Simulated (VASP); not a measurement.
# PtS2 (P4_2/mnm) in VASP: settings compared

Aim: see how the results for PtS2 move with the level of theory and the settings. Levels: LDA, PBEsol, PBE. Tasks: single point.

Program: VASP 6.6.1. These are calculated values, not measurements. Logs are shortened: lines on timing, memory, paths and dates and some standing lists are left out, and cuts for length are marked.

### 1 The cell of the first run

The structure is tetragonal, space group P4_2/mnm (No. 136). Conventional cell: a = 5.333 Å, b = 5.333 Å, c = 3.767 Å, α = 90.00°, β = 90.00°, γ = 90.00°. Pt (site symmetry mmm) has 6 S at 2.34 to 2.37 Å within 3.1 Å. Within 3.1 Å of S (site symmetry m2m) lie 3 Pt at 2.34 to 2.37 Å and 1 S at 2.87 Å.

### 2 Single point, LDA

The input, INCAR:

```
SYSTEM = PtS2
PREC = Accurate ; ENCUT = 520
EDIFF = 1E-7 ; ISMEAR = -1
SIGMA = 0.02 ; LREAL = .FALSE.
LASPH = .TRUE. ; NELM = 60
ALGO = Normal ; ISIF = 2
LWAVE = .FALSE. ; LCHARG = .TRUE.
LELF = .TRUE. ; LVHAR = .TRUE.
NBANDS = 31
```

The input, KPOINTS:

```
Automatic mesh
0
G
  4 4 6
  0 0 0
```

The input, POSCAR:

```
PtS2
1.0
    5.3329414578      0.0000000000      0.0000000000
    0.0000000000      5.3329414578      0.0000000000
    0.0000000000      0.0000000000      3.7666969923
Pt S
2 4
Direct
    0.0000000000      0.0000000000      0.0000000000
    0.5000000000      0.5000000000      0.5000000000
    0.3096148779      0.3096148779      0.0000000000
    0.1903851221      0.8096148779      0.5000000000
    0.8096148779      0.1903851221      0.5000000000
    0.6903851221      0.6903851221      0.0000000000
```

Potentials or basis: VASP PAW LDA potentials, release 64 (Pt, S).

Launch:

```
cat potpaw_LDA.64/Pt/POTCAR potpaw_LDA.64/S/POTCAR > POTCAR
mpirun -np 1 vasp_std > vasp.out
```

OUTCAR:

```text
SYSTEM = PtS2
   PREC = Accurate
   ENCUT = 520
   EDIFF = 1E-7
   ISMEAR = -1
   LREAL = .FALSE.
   LASPH = .TRUE.
   NELM = 60
   ISIF = 2

 ion  position               nearest neighbor table
   1  0.000  0.000  0.000-   3 2.34   6 2.34   5 2.37   4 2.37   4 2.37   5 2.37
   2  0.500  0.500  0.500-   4 2.34   5 2.34   3 2.37   6 2.37   3 2.37   6 2.37
   3  0.310  0.310  0.000-   1 2.34   2 2.37   2 2.37
   4  0.190  0.810  0.500-   2 2.34   1 2.37   1 2.37
   5  0.810  0.190  0.500-   2 2.34   1 2.37   1 2.37
   6  0.690  0.690  0.000-   1 2.34   2 2.37   2 2.37

  LATTYP: Found a simple tetragonal cell.
 ALAT       =     5.3329414578
 C/A-ratio  =     0.7063075832

  Lattice vectors:

 A1 = (   5.3329414578,   0.0000000000,   0.0000000000)
 A2 = (   0.0000000000,   5.3329414578,   0.0000000000)
 A3 = (   0.0000000000,   0.0000000000,   3.7666969923)

Analysis of symmetry for initial positions (statically):
=====================================================================
 Subroutine PRICEL returns:
 Original cell was already a primitive cell.

 Routine SETGRP: Setting up the symmetry group for a
 simple tetragonal supercell.

 Subroutine GETGRP returns: Found 16 space group operations
 (whereof  8 operations were pure point group operations)
 out of a pool of 16 trial point group operations.

The static configuration has the point symmetry D_2h.
 The point group associated with its full space group is D_4h.

Analysis of symmetry for dynamics (positions and initial velocities):
=====================================================================
 Subroutine PRICEL returns:
 Original cell was already a primitive cell.

 Routine SETGRP: Setting up the symmetry group for a
 simple tetragonal supercell.

 Subroutine GETGRP returns: Found 16 space group operations
 (whereof  8 operations were pure point group operations)
 out of a pool of 16 trial point group operations.

The dynamic configuration has the point symmetry D_2h.
 The point group associated with its full space group is D_4h.

 Subroutine INISYM returns: Found 16 space group operations
 (whereof  8 operations are pure point group operations),
 and found     1 'primitive' translations

----------------------------------------------------------------------------------------

[... 98 lines left out ...]
   NELM   =     60;   NELMIN=  2; NELMDL= -5     # of ELM steps
   EDIFF  = 0.1E-06   stopping-criterion for ELM
   LREAL  =      F    real-space projection
   EDIFFG = 0.1E-05   stopping-criterion for IOM
   NSW    =      0    number of steps for IOM
   IBRION =     -1    ionic relax: 0-MD 1-quasi-New 2-CG
   NFREE  =      0    steps in history (QN), initial steepest desc. (CG)
   ISIF   =      2    stress and relaxation
   ISYM   =      2    0-nonsym 1-usesym 2-fastsym
   POTIM  = 0.5000    time-step for ionic-motion
   TEBEG  =    0.0;   TEEND  =   0.0 temperature during run
   PSTRESS=    0.0 pullay stress
   NELECT =      44.0000    total number of electrons
   NUPDOWN=      -1.0000    fix difference up-down
   EMIN   =  10.00;   EMAX   =-10.00  energy-range for DOS
   EFERMI =   0.00;   METHOD = LEGACY
   ISMEAR =    -1;   SIGMA  =   0.02  broadening in eV -4-tet -1-fermi 0-gaus
   EFERMI_NEDOS =   21; number of points for ismear=-14 and -15
   IALGO  =     38    algorithm
   IMIX   =      4    mixing-type and parameters
     AMIX     =   0.40;   BMIX     =  1.00
     AMIX_MAG =   1.60;   BMIX_MAG =  1.00
  volume/ion in A,a.u.               =      17.85       120.49
  Fermi-wavevector in a.u.,A,eV,Ry     =   1.216917  2.299640 20.148690  1.480887
  Thomas-Fermi vector in A             =   2.352255
   LORBIT       =      0    0 simple, 1 ext, 2 COOP (PROOUT), +10 PAW based schemes
   GGA     = CA    functional components
   LHFCALC =     F    Hartree Fock is set to
   AEXX    =    0.0000 exact exchange contribution
   IVDW    =     0    specifies the selected vdW correction
   LEPSILON=     F    determine dielectric tensor
   LRPA    =     F    only Hartree local field effects (RPA)
 non-spin polarized calculation
  energy-cutoff  :      520.00
  volume of cell :      107.13
 maximum number of plane-waves:      2912
 NGX is ok and might be reduce to    40
   NGX = 19   NGY = 19   NGZ = 15

 number of electron      44.0000002 magnetization

 Free energy of the ion-electron system (eV)
  ---------------------------------------------------
  ext. energy  EPLUGINS =         0.00000000
  ---------------------------------------------------
  free energy    TOTEN  =       -34.44402822 eV

  energy without entropy =      -34.43123758  energy(sigma->0) =      -34.43763290

 E-fermi :   6.6667     XC(G=0): -11.1130

 val. band max:        6.6603516137   @ k =   0.2500   0.2500   0.1667
 cond. band min:       6.6722791647   @ k =   0.2500   0.0000   0.3333
 fundamental gap:      0.0119275510
 Fermi energy:         6.6667226075

 k-point     1 :       0.0000    0.0000    0.0000
  band No.  band energies     occupation
      1      -8.5318      2.00000
      2      -6.6546      2.00000
      3      -5.6818      2.00000
      4      -5.6818      2.00000
      5      -1.6999      2.00000
      6      -0.9769      2.00000
[... 805 lines left out ...]
     30      12.8537      0.00000
     31      15.2849      0.00000

------------------------ aborting loop because EDIFF is reached ----------------------------------------

  FORCE on cell =-STRESS in cart. coord.  units (eV):
  Direction    XX          YY          ZZ          XY          YZ          ZX
  --------------------------------------------------------------------------------------
  -------------------------------------------------------------------------------------
  Total        0.0153701      0.0153701      0.0244049      0.0000000      0.0000000      0.0000000
  in kB        0.2298761      0.2298761      0.3650008      0.0000000      0.0000000      0.0000000
  external PRESSURE =       0.2749177 kB  Pullay stress =       0.0000000 kB

 VOLUME and BASIS-vectors are now :
 -----------------------------------------------------------------------------
  energy-cutoff  :      520.00
  volume of cell :      107.13
      direct lattice vectors                 reciprocal lattice vectors
     5.332941458  0.000000000  0.000000000     0.187513778  0.000000000  0.000000000
     0.000000000  5.332941458  0.000000000     0.000000000  0.187513778  0.000000000
     0.000000000  0.000000000  3.766696992     0.000000000  0.000000000  0.265484588

 POSITION                                       TOTAL-FORCE (eV/Angst)
 -----------------------------------------------------------------------------------
      0.00000      0.00000      0.00000         0.000000      0.000000      0.000000
      2.66647      2.66647      1.88335         0.000000      0.000000      0.000000
      1.65116      1.65116      0.00000         0.000058      0.000058     -0.000000
      1.01531      4.31763      1.88335        -0.000058      0.000058      0.000000
      4.31763      1.01531      1.88335         0.000058     -0.000058      0.000000
      3.68178      3.68178      0.00000        -0.000058     -0.000058      0.000000
 -----------------------------------------------------------------------------------
    total drift:                               -0.000000     -0.000000     -0.000000

  FREE ENERGIE OF THE ION-ELECTRON SYSTEM (eV)
  ---------------------------------------------------
  free  energy   TOTEN  =       -34.4440282184 eV

  energy  without entropy=      -34.4312375783  energy(sigma->0) =      -34.43763290
```

Wall time 44 s (1 thread of Intel Xeon Platinum 8375C at 2.90GHz (Ice Lake), shared host); peak memory 0.2 GiB.

What came out:

```yaml
Free_energy: -34.4440 eV
Pressure: 0.0 GPa
Band_gap_on_the_k_mesh: zero (band 22 reaches 7.09 eV, above the bottom of band 23 at 6.53 eV)
```

Levels at points of the mesh, in eV from the Fermi level:
```tsv
k point	band 18	band 19	band 20	band 21	band 22	band 23	band 24	band 25	band 26	band 27
(0.00, 0.00, 0.00)	-1.33	-1.31	-0.42	-0.13	-0.13	0.29	2.77	2.77	3.01	4.74
(0.50, 0.00, 0.00)	-1.98	-1.33	-1.33	-0.66	-0.66	2.21	2.21	2.47	2.47	5.27
(0.50, 0.50, 0.00)	-2.70	-1.43	-1.43	0.43	0.43	0.43	0.43	2.63	2.63	6.16
(0.00, 0.00, 0.50)	-2.79	-0.95	-0.95	0.01	0.01	0.50	0.50	1.00	1.00	5.10
(0.50, 0.00, 0.50)	-3.49	-1.16	-1.16	-1.05	-1.05	0.10	0.10	3.59	3.59	7.23
(0.50, 0.50, 0.50)	-2.53	-0.41	-0.41	-0.35	-0.35	1.20	1.20	1.26	1.26	4.94
```

Caveat: spin-orbit coupling is left out, which moves the levels of the heavy elements.

### 3 Single point, PBEsol

This run uses another cell than the first one, of 18.19 Å³/atom, 1.019 times its volume.

The input, INCAR:

```
PREC     = Accurate       # precision mode
ENCUT    = 520            # plane-wave cutoff, eV
EDIFF    = 1E-6           # SCF threshold, eV
ISMEAR   = -1             # smearing method
SIGMA    = 0.02           # smearing width, eV
LREAL    = F              # projectors in reciprocal space
LASPH    = T              # aspherical terms in the spheres
NELM     = 100            # most SCF steps
ALGO     = Normal         # electronic algorithm
ISIF     = 2              # what is computed and relaxed
LWAVE    = F              # write WAVECAR
LCHARG   = T              # write CHGCAR
GGA      = PS             # functional
LELF     = T              # ELF
LVHAR    = T            
NBANDS   = 31             # bands
```

The input, KPOINTS:

```
regular mesh
0
Gamma
  4 4 6
```

The input, POSCAR:

```
PtS2
1.0
    5.3697945693      0.0000000000      0.0000000000
    0.0000000000      5.3697945693      0.0000000000
    0.0000000000      0.0000000000      3.7857755104
Pt S
2 4
Direct
    0.0000000000      0.0000000000      0.0000000000
    0.5000000000      0.5000000000      0.5000000000
    0.3097373424      0.3097373424      0.0000000000
    0.1902626576      0.8097373424      0.5000000000
    0.8097373424      0.1902626576      0.5000000000
    0.6902626576      0.6902626576      0.0000000000
```

Potentials or basis: VASP PAW PBE potentials, release 64 (Pt, S).

Launch:

```
cat potpaw_PBE.64/Pt/POTCAR potpaw_PBE.64/S/POTCAR > POTCAR
mpirun -np 1 vasp_std > vasp.out
```

It took 41 s on 1 thread of Intel Xeon Platinum 8375C at 2.90GHz (Ice Lake), shared host; peak memory 0.23 GiB.

It converged, with:

```
Free energy            : -32.0193 eV
Pressure               : -0.2 GPa
Largest force          : 0.011 eV/Å
Band gap on the k mesh : zero (band 22 reaches 6.82 eV, above the bottom of band 23 at 6.30 eV)
```

Forces in eV/Å, atoms in the order of the input:
```
Pt   0.000  0.000  0.000
Pt   0.000  0.000  0.000
S    0.008  0.008  0.000
S   -0.008  0.008  0.000
S    0.008 -0.008  0.000
S   -0.008 -0.008  0.000
```

Levels at points of the mesh, in eV from the Fermi level:
| k point | band 19 | band 20 | band 21 | band 22 | band 23 | band 24 | band 25 | band 26 |
| --- | --- | --- | --- | --- | --- | --- | --- | --- |
| (0.00, 0.00, 0.00) | -1.30 | -0.41 | -0.12 | -0.12 | 0.28 | 2.74 | 2.74 | 2.96 |
| (0.50, 0.00, 0.00) | -1.31 | -1.31 | -0.63 | -0.63 | 2.20 | 2.20 | 2.42 | 2.42 |
| (0.50, 0.50, 0.00) | -1.38 | -1.38 | 0.38 | 0.38 | 0.41 | 0.41 | 2.60 | 2.60 |
| (0.00, 0.00, 0.50) | -0.92 | -0.92 | 0.01 | 0.01 | 0.49 | 0.49 | 0.99 | 0.99 |
| (0.50, 0.00, 0.50) | -1.13 | -1.13 | -1.04 | -1.04 | 0.10 | 0.10 | 3.54 | 3.54 |
| (0.50, 0.50, 0.50) | -0.40 | -0.40 | -0.33 | -0.33 | 1.18 | 1.18 | 1.23 | 1.23 |

Caveat: the PAW data sets were made with another functional, which shifts forces and pressure a little; spin-orbit coupling is left out, which moves the levels of the heavy elements.

### 4 Single point, PBE

This run uses another cell than the first one, of 18.95 Å³/atom, 1.061 times its volume.

The input, INCAR:

```
SYSTEM = PtS2
  ALGO = Normal
  EDIFF = 1E-7
  ENCUT = 520
  GGA = PE
  ISIF = 2
  ISMEAR = -1
  LASPH = .TRUE.
  LCHARG = .TRUE.
  LELF = .TRUE.
  LREAL = .FALSE.
  LVHAR = .TRUE.
  LWAVE = .FALSE.
  NBANDS = 31
  NELM = 100
  PREC = Accurate
  SIGMA = 0.02
```

The input, KPOINTS:

```
k-points
0
G
  4 4 6
  0 0 0
```

The input, POSCAR:

```
PtS2
1.0
    5.4579142686      0.0000000000      0.0000000000
    0.0000000000      5.4579142686      0.0000000000
    0.0000000000      0.0000000000      3.8159519440
Pt S
2 4
Direct
    0.0000000000      0.0000000000      0.0000000000
    0.5000000000      0.5000000000      0.5000000000
    0.3096298023      0.3096298023      0.0000000000
    0.1903701977      0.8096298023      0.5000000000
    0.8096298023      0.1903701977      0.5000000000
    0.6903701977      0.6903701977      0.0000000000
```

Launch:

```
cat potpaw_PBE.64/Pt/POTCAR potpaw_PBE.64/S/POTCAR > POTCAR
mpirun -np 1 vasp_std > vasp.out
```

It took 57 s on 1 thread of Intel Xeon Platinum 8375C at 2.90GHz (Ice Lake), shared host; peak memory 0.24 GiB.

It converged, with:

| Item | Value |
| --- | --- |
| Free energy | -28.8073 eV |
| Pressure | -0.3 GPa |
| Largest force | 0.010 eV/Å |
| Band gap on the k mesh | zero (band 22 reaches 6.23 eV, above the bottom of band 23 at 5.84 eV) |

Forces on the atoms (eV/Å):
```
Pt   0.000  0.000  0.000
Pt   0.000  0.000  0.000
S    0.007  0.007  0.000
S   -0.007  0.007  0.000
S    0.007 -0.007  0.000
S   -0.007 -0.007  0.000
```

Stress tensor (GPa, compression positive):
```
-0.26  0.00  0.00
 0.00 -0.26  0.00
 0.00  0.00 -0.37
```

Levels at points of the mesh, in eV from the Fermi level:
| k point | band 20 | band 21 | band 22 | band 23 | band 24 | band 25 |
| --- | --- | --- | --- | --- | --- | --- |
| (0.00, 0.00, 0.00) | -0.37 | -0.12 | -0.12 | 0.26 | 2.62 | 2.62 |
| (0.50, 0.00, 0.00) | -1.23 | -0.56 | -0.56 | 2.15 | 2.15 | 2.28 |
| (0.50, 0.50, 0.00) | -1.29 | 0.28 | 0.28 | 0.37 | 0.37 | 2.50 |
| (0.00, 0.00, 0.50) | -0.86 | 0.02 | 0.02 | 0.46 | 0.46 | 0.97 |
| (0.50, 0.00, 0.50) | -1.05 | -1.05 | -1.05 | 0.10 | 0.10 | 3.36 |
| (0.50, 0.50, 0.50) | -0.39 | -0.30 | -0.30 | 1.13 | 1.13 | 1.17 |

Caveat: spin-orbit coupling is left out, which moves the levels of the heavy elements.

### 5 Summary

| level | potentials or basis | cell | gap on the mesh (eV) | pressure (GPa) | largest force (eV/Å) |
| --- | --- | --- | --- | --- | --- |
| LDA | VASP PAW LDA potentials, release 64 (Pt, S) | a = 5.333, b = 5.333, c = 3.767 Å, 6 atoms | none | 0.0 | - |
| PBEsol | VASP PAW PBE potentials, release 64 (Pt, S) | a = 5.370, b = 5.370, c = 3.786 Å, 6 atoms | none | -0.2 | 0.01 |
| PBE | VASP PAW PBE potentials, release 64 (Pt, S) | a = 5.458, b = 5.458, c = 3.816 Å, 6 atoms | none | -0.3 | 0.01 |

Alike in all rows: task single point; no spin polarisation; k mesh 4 × 4 × 6; cutoff (eV) 520; smearing fermi-dirac 0.02 eV.

Caveats: spin-orbit coupling is left out, which moves the levels of the heavy elements; the PAW data sets were made with another functional, which shifts forces and pressure a little (some runs).

Absolute energies hang on the potentials; compare differences alone.
